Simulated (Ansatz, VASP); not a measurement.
# Sr: VASP beside Ansatz

```
Sr
1.0
     0.00000    3.01086    3.01086
     3.01086    0.00000    3.01086
     3.01086    3.01086    0.00000
Sr
1
Direct
  0.00000 0.00000 0.00000
```

Alike in both runs: task single point; functional r2SCAN; k mesh 15 × 15 × 15; occupations fermi-dirac, width 0.1 eV; no spin polarisation.

|  | VASP | Ansatz |
| --- | --- | --- |
| version | VASP 6.6.1 | Ansatz 0.2.0 |
| potentials or method | VASP PAW PBE potentials, release 64 (Sr_sv), cutoff 520 eV | plane waves (500 eV) with PAW, scalar-relativistic |
| valence electrons in the cell | 10 | 10 |

|  | VASP | Ansatz | Ansatz less VASP |
| --- | --- | --- | --- |
| pressure (GPa) | 0.5 | 0.5 | -0.02 |

VASP's potentials were made for PBE, not for r2SCAN.
